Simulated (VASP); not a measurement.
Input of a VASP 6.6.1 run:

Contents of INCAR:

```
ALGO = Normal
EDIFF = 1E-7
ENCUT = 520
GGA = PE
ISIF = 2
ISMEAR = 0
LASPH = T
LCHARG = F
LREAL = F
LWAVE = F
NBANDS = 24
NELM = 100
PREC = Accurate
SIGMA = 0.02
```

File KPOINTS:

```
k-points
0
Gamma
  6 6 6
```

Contents of POSCAR:

```
KMgF3
1.0
    4.1850560227      0.0000000000      0.0000000000
    0.0000000000      4.1850560227      0.0000000000
    0.0000000000      0.0000000000      4.1850560227
K Mg F
1 1 3
Direct
    0.5000000000      0.5000000000      0.5000000000
    0.0000000000      0.0000000000      0.0000000000
    0.5000000000      0.0000000000      0.0000000000
    0.0000000000      0.5000000000      0.0000000000
    0.0000000000      0.0000000000      0.5000000000
```

Potentials or basis: VASP PAW PBE potentials, release 64 (K_sv, Mg, F).

The run is started by

```console
$ cat potpaw_PBE.64/K_sv/POTCAR potpaw_PBE.64/Mg/POTCAR potpaw_PBE.64/F/POTCAR > POTCAR
$ mpirun -np 1 vasp_std > vasp.out
```

(1) What does it give for the band gap on the k mesh?

(2) Estimate the pressure.

## Answers

(1) 6.28 eV (least direct gap 6.60 eV).

(2) -5.5 GPa.

Caveat: the cell stands under tension.
